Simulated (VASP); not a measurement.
# Ge (F-43m) in VASP: notebook, part 2 of 2

VASP 6.6.1. The steps go on from the part before.

## Step 3: Single point, PBE

This run uses another cell than the first one, of 23.68 Å³/atom.

INCAR

```
SYSTEM = Ge
ALGO = Normal ; EDIFF = 1E-7
ENCUT = 520 ; GGA = PE
ISIF = 2 ; ISMEAR = 0
LASPH = .True. ; LCHARG = .False.
LREAL = .False. ; LWAVE = .False.
NBANDS = 66 ; NELM = 100
PREC = Accurate ; SIGMA = 0.1
```

KPOINTS

```
k-points
0
Gamma
  4 4 4
  0 0 0
```

POSCAR

```
Ge
1.0
    0.0000000000      4.5585821188      4.5585821188
    4.5585821188      0.0000000000      4.5585821188
    4.5585821188      4.5585821188      0.0000000000
Ge
8
Direct
    0.2885574129      0.7114425871      0.7114425871
    0.7114425871      0.2885574129      0.2885574129
    0.7114425871      0.2885574129      0.7114425871
    0.2885574129      0.7114425871      0.2885574129
    0.7114425871      0.7114425871      0.2885574129
    0.2885574129      0.2885574129      0.7114425871
    0.7500000000      0.7500000000      0.7500000000
    0.0000000000      0.0000000000      0.0000000000
```

Potentials or basis: VASP PAW PBE potentials, release 64 (Ge_d).

Started as:

```
> cat potpaw_PBE.64/Ge_d/POTCAR > POTCAR
> mpirun -np 1 vasp_std > vasp.out
```

OUTCAR:

```text
SYSTEM = Ge
   EDIFF = 1E-7
   ENCUT = 520
   GGA = PE
   ISIF = 2
   ISMEAR = 0
   LASPH = .True.
   LREAL = .False.
   NELM = 100
   PREC = Accurate

 ion  position               nearest neighbor table
   1  0.289  0.711  0.711-   8 2.63   4 2.73   5 2.73   6 2.73   3 2.73
   2  0.711  0.289  0.289-   8 2.63   4 2.73   5 2.73   6 2.73   3 2.73
   3  0.711  0.289  0.711-   8 2.63   2 2.73   5 2.73   6 2.73   1 2.73
   4  0.289  0.711  0.289-   8 2.63   2 2.73   5 2.73   6 2.73   1 2.73
   5  0.711  0.711  0.289-   8 2.63   2 2.73   3 2.73   4 2.73   1 2.73
   6  0.289  0.289  0.711-   8 2.63   2 2.73   3 2.73   4 2.73   1 2.73
   7  0.750  0.750  0.750-
   8  0.000  0.000  0.000-   1 2.63   2 2.63   3 2.63   4 2.63   5 2.63   6 2.63

  LATTYP: Found a face centered cubic cell.
 ALAT       =     9.1171642376

  Lattice vectors:

 A1 = (   0.0000000000,   4.5585821188,   4.5585821188)
 A2 = (   4.5585821188,   0.0000000000,   4.5585821188)
 A3 = (   4.5585821188,   4.5585821188,   0.0000000000)

Analysis of symmetry for initial positions (statically):
=====================================================================
 Subroutine PRICEL returns:
 Original cell was already a primitive cell.

 Routine SETGRP: Setting up the symmetry group for a
 face centered cubic supercell.

 Subroutine GETGRP returns: Found 24 space group operations
 (whereof 24 operations were pure point group operations)
 out of a pool of 48 trial point group operations.

The static configuration has the point symmetry T_d .

Analysis of symmetry for dynamics (positions and initial velocities):
=====================================================================
 Subroutine PRICEL returns:
 Original cell was already a primitive cell.

 Routine SETGRP: Setting up the symmetry group for a
 face centered cubic supercell.

 Subroutine GETGRP returns: Found 24 space group operations
 (whereof 24 operations were pure point group operations)
 out of a pool of 48 trial point group operations.

The dynamic configuration has the point symmetry T_d .

 Subroutine INISYM returns: Found 24 space group operations
 (whereof 24 operations are pure point group operations),
 and found     1 'primitive' translations

----------------------------------------------------------------------------------------

                                     Primitive cell

  volume of cell :     189.4608

  direct lattice vectors                    reciprocal lattice vectors
     0.000000000  4.558582119  4.558582119    -0.109683228  0.109683228  0.109683228
     4.558582119  0.000000000  4.558582119     0.109683228 -0.109683228  0.109683228
     4.558582119  4.558582119  0.000000000     0.109683228  0.109683228 -0.109683228

  length of vectors
     6.446808658  6.446808658  6.446808658     0.189976923  0.189976923  0.189976923

  position of ions in fractional coordinates (direct lattice)
     0.288557413  0.711442587  0.711442587
     0.711442587  0.288557413  0.288557413
     0.711442587  0.288557413  0.711442587
     0.288557413  0.711442587  0.288557413
     0.711442587  0.711442587  0.288557413
     0.288557413  0.288557413  0.711442587
     0.750000000  0.750000000  0.750000000
     0.000000000  0.000000000  0.000000000

  ion indices of the primitive-cell ions
[... 41 lines left out ...]
  0.250000  0.250000  0.000000      6.000000
  0.500000  0.250000  0.000000     24.000000
 -0.250000  0.250000  0.000000     12.000000
  0.500000  0.500000  0.000000      3.000000
 -0.250000  0.500000  0.250000      6.000000
   k-points           NKPTS =      8   k-points in BZ     NKDIM =      8   number of bands    NBANDS=     66
   number of dos      NEDOS =    301   number of ions     NIONS =      8
   total plane-waves  NPLWV = 110592
   dimension x,y,z NGX =    48 NGY =   48 NGZ =   48
   dimension x,y,z NGXF=    96 NGYF=   96 NGZF=   96
   ions per type =               8
   NGX,Y,Z   is equivalent  to a cutoff of  12.38, 12.38, 12.38 a.u.
   NGXF,Y,Z  is equivalent  to a cutoff of  24.76, 24.76, 24.76 a.u.
 SYSTEM =  Ge
   PREC   = accura    normal or accurate (medium, high low for compatibility)
   ISTART =      0    job   : 0-new  1-cont  2-samecut
   ICHARG =      2    charge: 1-file 2-atom 10-const
   ISPIN  =      1    spin polarized calculation?
   LNONCOLLINEAR =      F non collinear calculations
   LSORBIT =      F    spin-orbit coupling
   LASPH  =      T    aspherical Exc in radial PAW
   ENCUT  =  520.0 eV  38.22 Ry    6.18 a.u.  11.99 11.99 11.99*2*pi/ulx,y,z
   NELM   =    100;   NELMIN=  2; NELMDL= -5     # of ELM steps
   EDIFF  = 0.1E-06   stopping-criterion for ELM
   LREAL  =      F    real-space projection
   EDIFFG = 0.1E-05   stopping-criterion for IOM
   NSW    =      0    number of steps for IOM
   IBRION =     -1    ionic relax: 0-MD 1-quasi-New 2-CG
   NFREE  =      0    steps in history (QN), initial steepest desc. (CG)
   ISIF   =      2    stress and relaxation
   ISYM   =      2    0-nonsym 1-usesym 2-fastsym
   POTIM  = 0.5000    time-step for ionic-motion
   TEBEG  =    0.0;   TEEND  =   0.0 temperature during run
   PSTRESS=    0.0 pullay stress
   NELECT =     112.0000    total number of electrons
   NUPDOWN=      -1.0000    fix difference up-down
   EMIN   =  10.00;   EMAX   =-10.00  energy-range for DOS
   EFERMI =   0.00;   METHOD = LEGACY
   ISMEAR =     0;   SIGMA  =   0.10  broadening in eV -4-tet -1-fermi 0-gaus
   EFERMI_NEDOS =   21; number of points for ismear=-14 and -15
   IALGO  =     38    algorithm
   IMIX   =      4    mixing-type and parameters
     AMIX     =   0.40;   BMIX     =  1.00
     AMIX_MAG =   1.60;   BMIX_MAG =  1.00
  volume/ion in A,a.u.               =      23.68       159.82
  Fermi-wavevector in a.u.,A,eV,Ry     =   1.373961  2.596410 25.684652  1.887769
  Thomas-Fermi vector in A             =   2.499431
   LORBIT       =      0    0 simple, 1 ext, 2 COOP (PROOUT), +10 PAW based schemes
   GGA     = PE    functional components
   LHFCALC =     F    Hartree Fock is set to
   AEXX    =    0.0000 exact exchange contribution
   IVDW    =     0    specifies the selected vdW correction
   LEPSILON=     F    determine dielectric tensor
   LRPA    =     F    only Hartree local field effects (RPA)
 non-spin polarized calculation
 Gauss-broadening in eV      SIGMA  =   0.10
  energy-cutoff  :      520.00
  volume of cell :      189.46
 maximum number of plane-waves:      5124
   NGX = 23   NGY = 23   NGZ = 23

 number of electron     111.9999984 magnetization

 Free energy of the ion-electron system (eV)
  ---------------------------------------------------
  ext. energy  EPLUGINS =         0.00000000
  ---------------------------------------------------
  free energy    TOTEN  =       -32.58311114 eV

  energy without entropy =      -32.56258575  energy(sigma->0) =      -32.57284844

 E-fermi :   4.4770     XC(G=0):  -9.8828

 val. band max:        4.4466305606   @ k =  -0.2500   0.5000   0.2500
 cond. band min:       4.4925827395   @ k =   0.5000   0.0000   0.0000
 fundamental gap:      0.0459521789
 Fermi energy:         4.4769922161

 k-point     1 :       0.0000    0.0000    0.0000
  band No.  band energies     occupation
      1     -20.3795      2.00000
      2     -20.3795      2.00000
      3     -20.3314      2.00000
      4     -20.3314      2.00000
      5     -20.3314      2.00000
      6     -20.2342      2.00000
[... 541 lines left out ...]
     65       8.0255      0.00000
     66       8.3510      0.00000

------------------------ aborting loop because EDIFF is reached ----------------------------------------

  FORCE on cell =-STRESS in cart. coord.  units (eV):
  Direction    XX          YY          ZZ          XY          YZ          ZX
  --------------------------------------------------------------------------------------
  -------------------------------------------------------------------------------------
  Total        0.0485009      0.0485009      0.0485009     -0.0000000     -0.0000000      0.0000000
  in kB        0.4101487      0.4101487      0.4101487     -0.0000000     -0.0000000      0.0000000
  external PRESSURE =       0.4101487 kB  Pullay stress =       0.0000000 kB

 VOLUME and BASIS-vectors are now :
 -----------------------------------------------------------------------------
  energy-cutoff  :      520.00
  volume of cell :      189.46
      direct lattice vectors                 reciprocal lattice vectors
     0.000000000  4.558582119  4.558582119    -0.109683228  0.109683228  0.109683228
     4.558582119  0.000000000  4.558582119     0.109683228 -0.109683228  0.109683228
     4.558582119  4.558582119  0.000000000     0.109683228  0.109683228 -0.109683228

 POSITION                                       TOTAL-FORCE (eV/Angst)
 -----------------------------------------------------------------------------------
      6.48634      4.55858      4.55858        -0.011725     -0.000000     -0.000000
      2.63083      4.55858      4.55858         0.011725     -0.000000     -0.000000
      4.55858      6.48634      4.55858         0.000000     -0.011725     -0.000000
      4.55858      2.63083      4.55858         0.000000      0.011725     -0.000000
      4.55858      4.55858      6.48634         0.000000     -0.000000     -0.011725
      4.55858      4.55858      2.63083         0.000000     -0.000000      0.011725
      6.83787      6.83787      6.83787         0.000000     -0.000000     -0.000000
      0.00000      0.00000      0.00000         0.000000     -0.000000     -0.000000
 -----------------------------------------------------------------------------------
    total drift:                               -0.000000     -0.000000     -0.000001

  FREE ENERGIE OF THE ION-ELECTRON SYSTEM (eV)
  ---------------------------------------------------
  free  energy   TOTEN  =       -32.5831111378 eV

  energy  without entropy=      -32.5625857508  energy(sigma->0) =      -32.57284844
```

Wall time 68 s (1 thread of AMD EPYC 9R45 (Zen 5), shared host); peak memory 0.31 GiB.

What came out:

| Property | Result |
| --- | --- |
| Free energy | -32.5831 eV |
| Pressure | 0.0 GPa |
| Largest force | 0.012 eV/Å |
| Band gap on the k mesh | zero (bands 56 and 57 overlap by 2.34 eV) |

Forces in eV/Å, atoms in the order of the input:
```
Ge  -0.012  0.000  0.000
Ge   0.012  0.000  0.000
Ge   0.000 -0.012  0.000
Ge   0.000  0.012  0.000
Ge   0.000  0.000 -0.012
Ge   0.000  0.000  0.012
Ge   0.000  0.000  0.000
Ge   0.000  0.000  0.000
```

## Step 4: Single point, PBE

This run uses another cell than the first one, of 23.86 Å³/atom.

INCAR

```
PREC     = Accurate       # precision mode
ENCUT    = 520            # plane-wave cutoff, eV
EDIFF    = 1E-6           # SCF threshold, eV
ISMEAR   = 0              # smearing method
SIGMA    = 0.1            # smearing width, eV
LREAL    = False          # projectors in reciprocal space
LASPH    = True           # aspherical terms in the spheres
NELM     = 60             # most SCF steps
ALGO     = Normal         # electronic algorithm
ISIF     = 2              # what is computed and relaxed
LWAVE    = False          # write WAVECAR
LCHARG   = False          # write CHGCAR
GGA      = PE             # functional
NBANDS   = 66             # bands
```

KPOINTS

```
Automatic mesh
0
Gamma
  8 8 8
```

POSCAR

```
Ge
1.0
    0.0000000000      4.5697163209      4.5697163209
    4.5697163209      0.0000000000      4.5697163209
    4.5697163209      4.5697163209      0.0000000000
Ge
8
Direct
    0.2892607736      0.7107392264      0.7107392264
    0.7107392264      0.2892607736      0.2892607736
    0.7107392264      0.7107392264      0.2892607736
    0.2892607736      0.2892607736      0.7107392264
    0.2892607736      0.7107392264      0.2892607736
    0.7107392264      0.2892607736      0.7107392264
    0.2500000000      0.2500000000      0.2500000000
    0.0000000000      0.0000000000      0.0000000000
```

Started as:

```
> cat potpaw_PBE.64/Ge_d/POTCAR > POTCAR
> mpirun -np 1 vasp_std > vasp.out
```

Run time: 3.8 min. Hardware: 1 thread of AMD EPYC 9R45 (Zen 5), shared host; peak memory 0.42 GiB.

It converged, with:

```yaml
Free_energy: -32.5095 eV
Pressure: 0.0 GPa
Largest_force: 0.008 eV/Å
Band_gap_on_the_k_mesh: zero (bands 56 and 57 overlap by 2.33 eV)
```

Forces in eV/Å, atoms in the order of the input:
```
Ge   0.008  0.000  0.000
Ge  -0.008  0.000  0.000
Ge   0.000  0.000  0.008
Ge   0.000  0.000 -0.008
Ge   0.000 -0.008  0.000
Ge   0.000  0.008  0.000
Ge   0.000  0.000  0.000
Ge   0.000  0.000  0.000
```

Levels at points of the mesh, in eV from the Fermi level:
```tsv
k point	band 53	band 54	band 55	band 56	band 57	band 58	band 59	band 60
(0.00, 0.00, 0.00)	-3.37	-3.37	-0.44	2.14	2.14	2.14	2.40	2.40
(0.50, 0.00, 0.00)	-0.97	-0.97	-0.10	-0.10	-0.01	0.21	0.21	0.70
(0.50, 0.50, 0.00)	-2.20	-1.86	-1.86	-0.12	-0.12	0.60	1.21	1.74
```
